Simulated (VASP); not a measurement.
# Rh in VASP: a series of runs

The runs below take Rh through single point, with r2SCAN.

All numbers are computed with VASP 6.6.1; they aren't measurements. Logs are shortened: lines on timing, memory, paths and dates and some standing lists are left out, and cuts for length are marked.

## 1. The cell of the first run

Symmetry: Fm-3m, No. 225, cubic system. The conventional cell has a = 3.860 Å, b = 3.860 Å, c = 3.860 Å, α = 90.00°, β = 90.00°, γ = 90.00°. Within 3.6 Å of Rh (site symmetry m-3m) lie 12 Rh at 2.73 Å.

## 2. Single point, r2SCAN (strain +0.015 along x and y, +0.015 along z)

Input file POSCAR:

```
Rh
1.0
    0.0000000000      1.9300732500      1.9300732500
    1.9300732500      0.0000000000      1.9300732500
    1.9300732500      1.9300732500      0.0000000000
Rh
1
Direct
    0.0000000000      0.0000000000      0.0000000000
```

Input file INCAR.step1:

```
SYSTEM = Rh
  PREC = Accurate
  ENCUT = 520
  ISMEAR = 0
  SIGMA = 0.15
  LREAL = .False.
  LASPH = .True.
  NELM = 100
  NBANDS = 14
  GGA = PE
  ALGO = Normal
  EDIFF = 1E-4
  LWAVE = .True.
  LCHARG = .False.
```

Input file INCAR.step2:

```
SYSTEM = Rh
  PREC = Accurate
  ENCUT = 520
  EDIFF = 1E-6
  ISMEAR = 0
  SIGMA = 0.15
  LREAL = .False.
  LASPH = .True.
  NELM = 100
  ALGO = Normal
  ISIF = 2
  LWAVE = .False.
  LCHARG = .False.
  METAGGA = R2SCAN
  LMIXTAU = .True.
  NBANDS = 14
  ISTART = 1
```

Input file KPOINTS:

```
regular mesh
0
Gamma
  22 22 22
  0 0 0
```

Potentials or basis: VASP PAW PBE potentials, release 64 (Rh_pv).

The run is started by

```sh
$ cat potpaw_PBE.64/Rh_pv/POTCAR > POTCAR
$ cp INCAR.step1 INCAR
$ mpirun -np 1 vasp_std > vasp.out
$ cp INCAR.step2 INCAR
$ mpirun -np 1 vasp_std > vasp.out
```

OUTCAR:

```text
SYSTEM = Rh
   PREC = Accurate
   ENCUT = 520
   EDIFF = 1E-6
   ISMEAR = 0
   LREAL = .False.
   LASPH = .True.
   NELM = 100
   ISIF = 2
   METAGGA = R2SCAN
   ISTART = 1

 ion  position               nearest neighbor table
   1  0.000  0.000  0.000-

  LATTYP: Found a face centered cubic cell.
 ALAT       =     3.8601465000

  Lattice vectors:

 A1 = (   0.0000000000,   1.9300732500,   1.9300732500)
 A2 = (   1.9300732500,   0.0000000000,   1.9300732500)
 A3 = (   1.9300732500,   1.9300732500,   0.0000000000)

Analysis of symmetry for initial positions (statically):
=====================================================================
 Subroutine PRICEL returns:
 Original cell was already a primitive cell.

 Routine SETGRP: Setting up the symmetry group for a
 face centered cubic supercell.

 Subroutine GETGRP returns: Found 48 space group operations
 (whereof 48 operations were pure point group operations)
 out of a pool of 48 trial point group operations.

The static configuration has the point symmetry O_h .

Analysis of symmetry for dynamics (positions and initial velocities):
=====================================================================
 Subroutine PRICEL returns:
 Original cell was already a primitive cell.

 Routine SETGRP: Setting up the symmetry group for a
 face centered cubic supercell.

 Subroutine GETGRP returns: Found 48 space group operations
 (whereof 48 operations were pure point group operations)
 out of a pool of 48 trial point group operations.

The dynamic configuration has the point symmetry O_h .

 Subroutine INISYM returns: Found 48 space group operations
 (whereof 48 operations are pure point group operations),
 and found     1 'primitive' translations

----------------------------------------------------------------------------------------

                                     Primitive cell

  volume of cell :      14.3798

  direct lattice vectors                    reciprocal lattice vectors
     0.000000000  1.930073250  1.930073250    -0.259057525  0.259057525  0.259057525
     1.930073250  0.000000000  1.930073250     0.259057525 -0.259057525  0.259057525
     1.930073250  1.930073250  0.000000000     0.259057525  0.259057525 -0.259057525

  length of vectors
     2.729535767  2.729535767  2.729535767     0.448700796  0.448700796  0.448700796

  position of ions in fractional coordinates (direct lattice)
     0.000000000  0.000000000  0.000000000

  ion indices of the primitive-cell ions
   primitive index   ion index
                 1           1

----------------------------------------------------------------------------------------

 KPOINTS: regular mesh

Automatic generation of k-mesh.
 Grid dimensions read from file:
 generate k-points for:   22   22   22

 Generating k-lattice:

  Cartesian coordinates                     Fractional coordinates (reciprocal lattice)
    -0.011775342  0.011775342  0.011775342     0.045454545  0.000000000  0.000000000
     0.011775342 -0.011775342  0.011775342     0.000000000  0.045454545  0.000000000
     0.011775342  0.011775342 -0.011775342     0.000000000  0.000000000  0.045454545

  Length of vectors
     0.020395491  0.020395491  0.020395491

  Shift w.r.t. Gamma in fractional coordinates (k-lattice)
     0.000000000  0.000000000  0.000000000

 Subroutine IBZKPT returns following result:
 ===========================================

 Found    328 irreducible k-points:

 Following reciprocal coordinates:
            Coordinates               Weight
  0.000000  0.000000  0.000000      1.000000
  0.045455  0.000000  0.000000      8.000000
  0.090909  0.000000  0.000000      8.000000
  0.136364  0.000000  0.000000      8.000000
  0.181818  0.000000  0.000000      8.000000
  0.227273  0.000000  0.000000      8.000000
[... 16 lines left out ...]
  0.500000  0.045455  0.000000     24.000000
 -0.454545  0.045455  0.000000     24.000000
 [... further k-points ...]
   k-points           NKPTS =    328   k-points in BZ     NKDIM =    328   number of bands    NBANDS=     14
   number of dos      NEDOS =    301   number of ions     NIONS =      1
   total plane-waves  NPLWV =   8000
   dimension x,y,z NGX =    20 NGY =   20 NGZ =   20
   dimension x,y,z NGXF=    40 NGYF=   40 NGZF=   40
   ions per type =               1
   NGX,Y,Z   is equivalent  to a cutoff of  12.18, 12.18, 12.18 a.u.
   NGXF,Y,Z  is equivalent  to a cutoff of  24.36, 24.36, 24.36 a.u.
 SYSTEM =  Rh
   PREC   = accura    normal or accurate (medium, high low for compatibility)
   ISTART =      1    job   : 0-new  1-cont  2-samecut
   ICHARG =      0    charge: 1-file 2-atom 10-const
   ISPIN  =      1    spin polarized calculation?
   LNONCOLLINEAR =      F non collinear calculations
   LSORBIT =      F    spin-orbit coupling
   LASPH  =      T    aspherical Exc in radial PAW
   ENCUT  =  520.0 eV  38.22 Ry    6.18 a.u.   5.08  5.08  5.08*2*pi/ulx,y,z
   NELM   =    100;   NELMIN=  2; NELMDL=  0     # of ELM steps
   EDIFF  = 0.1E-05   stopping-criterion for ELM
   LREAL  =      F    real-space projection
   EDIFFG = 0.1E-04   stopping-criterion for IOM
   NSW    =      0    number of steps for IOM
   IBRION =     -1    ionic relax: 0-MD 1-quasi-New 2-CG
   NFREE  =      0    steps in history (QN), initial steepest desc. (CG)
   ISIF   =      2    stress and relaxation
   ISYM   =      2    0-nonsym 1-usesym 2-fastsym
   POTIM  = 0.5000    time-step for ionic-motion
   TEBEG  =    0.0;   TEEND  =   0.0 temperature during run
   PSTRESS=    0.0 pullay stress
   NELECT =      15.0000    total number of electrons
   NUPDOWN=      -1.0000    fix difference up-down
   EMIN   =  10.00;   EMAX   =-10.00  energy-range for DOS
   EFERMI =   0.00;   METHOD = LEGACY
   ISMEAR =     0;   SIGMA  =   0.15  broadening in eV -4-tet -1-fermi 0-gaus
   EFERMI_NEDOS =   21; number of points for ismear=-14 and -15
   IALGO  =     38    algorithm
   IMIX   =      4    mixing-type and parameters
     AMIX     =   0.40;   BMIX     =  1.00
     AMIX_MAG =   1.60;   BMIX_MAG =  1.00
  volume/ion in A,a.u.               =      14.38        97.04
  Fermi-wavevector in a.u.,A,eV,Ry     =   1.660306  3.137523 37.506036  2.756616
  Thomas-Fermi vector in A             =   2.747565
   LORBIT       =      0    0 simple, 1 ext, 2 COOP (PROOUT), +10 PAW based schemes
   METAGGA = R2SCAN    functional components
   LHFCALC =     F    Hartree Fock is set to
   AEXX    =    0.0000 exact exchange contribution
   IVDW    =     0    specifies the selected vdW correction
   LEPSILON=     F    determine dielectric tensor
   LRPA    =     F    only Hartree local field effects (RPA)
 non-spin polarized calculation
 Gauss-broadening in eV      SIGMA  =   0.15
  energy-cutoff  :      520.00
  volume of cell :       14.38
 maximum number of plane-waves:       396
   NGX = 11   NGY = 11   NGZ = 11

 number of electron      14.9999996 magnetization

 Free energy of the ion-electron system (eV)
  ---------------------------------------------------
  ext. energy  EPLUGINS =         0.00000000
  ---------------------------------------------------
  free energy    TOTEN  =       -24.12398961 eV

  energy without entropy =      -24.10831930  energy(sigma->0) =      -24.11615445

 E-fermi :  10.9209     XC(G=0): -14.8710

 val. band max:       10.9185936626   @ k =  -0.4545   0.3636   0.1818
 cond. band min:      10.9211877520   @ k =   0.4091   0.1364   0.0455
 fundamental gap:      0.0025940893
 Fermi energy:        10.9209140821

 k-point     1 :       0.0000    0.0000    0.0000
  band No.  band energies     occupation
      1     -36.7799      2.00000
      2     -36.7799      2.00000
      3     -36.7799      2.00000
      4       3.0868      2.00000
      5       7.9718      2.00000
      6       7.9718      2.00000
      7       7.9718      2.00000
      8       9.9219      2.00000
      9       9.9219      2.00000
     10      27.6637      0.00000
     11      28.3763      0.00000
     12      33.1529      0.00000
     13      33.1529      0.00000
     14      33.1529      0.00000

 k-point     2 :       0.0455    0.0000    0.0000
  band No.  band energies     occupation
      1     -36.7939      2.00000
      2     -36.7818      2.00000
      3     -36.7818      2.00000
      4       3.1707      2.00000
      5       7.9354      2.00000
      6       8.0041      2.00000
      7       8.0041      2.00000
      8       9.9044      2.00000
      9       9.9044      2.00000
     10      27.7788      0.00000
     11      28.3765      0.00000
     12      32.6560      0.00000
     13      33.2689      0.00000
     14      33.2689      0.00000

 k-point     3 :       0.0909    0.0000    0.0000
  band No.  band energies     occupation
      1     -36.8349      2.00000
      2     -36.7874      2.00000
      3     -36.7874      2.00000
      4       3.4156      2.00000
      5       7.8382      2.00000
      6       8.0926      2.00000
      7       8.0926      2.00000
      8       9.8618      2.00000
      9       9.8618      2.00000
     10      28.0959      0.00000
     11      28.3765      0.00000
     12      31.5280      0.00000
     13      33.6082      0.00000
     14      33.6082      0.00000
[... 324 lines left out ...]
 k-point    23 :       0.5000    0.0455    0.0000
  band No.  band energies     occupation
      1     -37.4472      2.00000
      2     -36.8822      2.00000
      3     -36.8768      2.00000
      4       5.0330      2.00000
      5       7.8142      2.00000
      6       7.9249      2.00000
      7      10.7750      1.83105
      8      11.4728      0.00000
      9      12.5725      0.00000
     10      19.5822      0.00000
     11      27.3134      0.00000
     12      28.3764      0.00000
     13      32.5687      0.00000
     14      32.6329      0.00000

 k-point    24 :      -0.4545    0.0455    0.0000
  band No.  band energies     occupation
      1     -37.4428      2.00000
      2     -36.8841      2.00000
      3     -36.8737      2.00000
      4       5.0403      2.00000
      5       7.8298      2.00000
      6       7.9241      2.00000
      7      10.7638      1.86148
      8      11.3816      0.00001
      9      12.5088      0.00000
     10      19.7327      0.00000
     11      27.3416      0.00000
     12      28.3764      0.00000
     13      32.4244      0.00000
     14      32.9043      0.00000

 [... further k-points ...]

------------------------ aborting loop because EDIFF is reached ----------------------------------------

  FORCE on cell =-STRESS in cart. coord.  units (eV):
  Direction    XX          YY          ZZ          XY          YZ          ZX
  --------------------------------------------------------------------------------------
  -------------------------------------------------------------------------------------
  Total       -0.9654032     -0.9654032     -0.9654032     -0.0000000     -0.0000000      0.0000000
  in kB     -107.5642445   -107.5642445   -107.5642445     -0.0000000     -0.0000000      0.0000000
  external PRESSURE =    -107.5642445 kB  Pullay stress =       0.0000000 kB

 VOLUME and BASIS-vectors are now :
 -----------------------------------------------------------------------------
  energy-cutoff  :      520.00
  volume of cell :       14.38
      direct lattice vectors                 reciprocal lattice vectors
     0.000000000  1.930073250  1.930073250    -0.259057525  0.259057525  0.259057525
     1.930073250  0.000000000  1.930073250     0.259057525 -0.259057525  0.259057525
     1.930073250  1.930073250  0.000000000     0.259057525  0.259057525 -0.259057525

 POSITION                                       TOTAL-FORCE (eV/Angst)
 -----------------------------------------------------------------------------------
      0.00000      0.00000      0.00000         0.000000      0.000000      0.000000
 -----------------------------------------------------------------------------------
    total drift:                                0.000000     -0.000000      0.000000

  FREE ENERGIE OF THE ION-ELECTRON SYSTEM (eV)
  ---------------------------------------------------
  free  energy   TOTEN  =       -24.1239896102 eV

  energy  without entropy=      -24.1083192994  energy(sigma->0) =      -24.11615445
```

Run time: 72 s. Hardware: 1 thread of Intel Xeon 6975P-C (Granite Rapids), shared host; peak memory 0.17 GiB.

Results:

| Property | Result |
| --- | --- |
| Free energy | -24.1240 eV |
| Pressure | -10.8 GPa |

Caveat: the cell differs from its parent crystal (strain +0.015 along x and y, +0.015 along z); the PAW data sets were made with another functional, which shifts forces and pressure a little.

## 3. Single point, r2SCAN (strain +0.030 along x and y, +0.030 along z)

Input file POSCAR:

```
Rh
1.0
    0.0000000000      1.9585965000      1.9585965000
    1.9585965000      0.0000000000      1.9585965000
    1.9585965000      1.9585965000      0.0000000000
Rh
1
Direct
    0.0000000000      0.0000000000      0.0000000000
```

Input file INCAR.step1:

```
SYSTEM = Rh
ALGO = Normal
EDIFF = 1E-4
ENCUT = 520
GGA = PE
ISMEAR = 0
LASPH = .True.
LCHARG = .False.
LREAL = .False.
LWAVE = .True.
NBANDS = 14
NELM = 60
PREC = Accurate
SIGMA = 0.15
```

Input file INCAR.step2:

```
SYSTEM = Rh
ALGO = Normal
EDIFF = 1E-6
ENCUT = 520
ISIF = 2
ISMEAR = 0
ISTART = 1
LASPH = .True.
LCHARG = .True.
LELF = .True.
LMIXTAU = .True.
LREAL = .False.
LVHAR = .True.
LWAVE = .False.
METAGGA = R2SCAN
NBANDS = 14
NELM = 60
PREC = Accurate
SIGMA = 0.15
```

Input file KPOINTS:

```
k-points
0
Gamma
  22 22 22
  0 0 0
```

Potentials or basis: VASP PAW PBE potentials, release 64 (Rh_pv).

The run is started by

```sh
$ cat potpaw_PBE.64/Rh_pv/POTCAR > POTCAR
$ cp INCAR.step1 INCAR
$ mpirun -np 1 vasp_std > vasp.out
$ cp INCAR.step2 INCAR
$ mpirun -np 1 vasp_std > vasp.out
```

It took 74 s on 1 thread of Intel Xeon 6975P-C (Granite Rapids), shared host; peak memory 0.19 GiB.

Results (log left out):

```yaml
Free_energy: -24.0625 eV
Pressure: -19.5 GPa
```

Levels at points of the mesh, in eV from the Fermi level:
| k point | band 4 | band 5 | band 6 | band 7 | band 8 | band 9 | band 10 | band 11 |
| --- | --- | --- | --- | --- | --- | --- | --- | --- |
| (0.00, 0.00, 0.00) | -7.51 | -2.75 | -2.75 | -2.75 | -0.94 | -0.94 | 16.74 | 17.53 |
| (0.50, 0.00, 0.00) | -5.60 | -2.85 | -2.85 | 0.50 | 0.50 | 1.02 | 8.19 | 16.28 |
| (0.50, 0.50, 0.00) | -5.71 | -5.38 | 0.43 | 0.90 | 0.90 | 3.38 | 11.77 | 13.46 |

Caveat: the cell differs from its parent crystal (strain +0.030 along x and y, +0.030 along z); the PAW data sets were made with another functional, which shifts forces and pressure a little.

## 4. Single point, r2SCAN (strain +0.000 along x and y, -0.030 along z)

Input file POSCAR:

```
Rh
1.0
    0.0000000000      1.9015500000      1.8445035000
    1.9015500000      0.0000000000      1.8445035000
    1.9015500000      1.9015500000      0.0000000000
Rh
1
Direct
    0.0000000000      0.0000000000      0.0000000000
```

Input file INCAR.step1:

```
SYSTEM = Rh
  PREC = Accurate
  ENCUT = 520
  ISMEAR = 0
  SIGMA = 0.15
  LREAL = .False.
  LASPH = .True.
  NELM = 80
  NBANDS = 14
  GGA = PE
  ALGO = Normal
  EDIFF = 1E-4
  LWAVE = .True.
  LCHARG = .False.
```

Input file INCAR.step2:

```
SYSTEM = Rh
  PREC = Accurate
  ENCUT = 520
  EDIFF = 1E-6
  ISMEAR = 0
  SIGMA = 0.15
  LREAL = .False.
  LASPH = .True.
  NELM = 80
  ALGO = Normal
  ISIF = 2
  LWAVE = .False.
  LCHARG = .False.
  METAGGA = R2SCAN
  LMIXTAU = .True.
  NBANDS = 14
  ISTART = 1
```

Input file KPOINTS:

```
Automatic mesh
0
Gamma
  22 22 22
  0 0 0
```

The run is started by

```sh
$ cat potpaw_PBE.64/Rh_pv/POTCAR > POTCAR
$ cp INCAR.step1 INCAR
$ mpirun -np 1 vasp_std > vasp.out
$ cp INCAR.step2 INCAR
$ mpirun -np 1 vasp_std > vasp.out
```

It took 2.5 min on 1 thread of Intel Xeon 6975P-C (Granite Rapids), shared host; peak memory 0.25 GiB.

The run converged. Its results:

```yaml
Free_energy: -24.1244 eV
Pressure: 10.2 GPa
```

Stress tensor (GPa, compression positive):
```
 7.60  0.00  0.00
 0.00  7.60  0.00
 0.00  0.00 15.51
```

Levels at points of the mesh, in eV from the Fermi level:
```csv
k point,band 4,band 5,band 6,band 7,band 8,band 9,band 10,band 11
"(0.00, 0.00, 0.00)",-8.40,-3.43,-3.43,-3.08,-1.33,-0.91,16.72,17.36
"(0.50, 0.00, 0.00)",-6.60,-3.62,-3.25,0.54,0.72,0.88,9.43,16.24
"(0.50, 0.50, 0.00)",-6.86,-6.48,0.54,1.13,1.13,4.02,13.82,13.82
"(0.50, 0.00, 0.50)",-6.84,-6.44,0.55,0.95,1.25,3.31,12.99,14.21
```

Caveat: the cell differs from its parent crystal (strain +0.000 along x and y, -0.030 along z); the PAW data sets were made with another functional, which shifts forces and pressure a little.

[end of part 1 of 2]
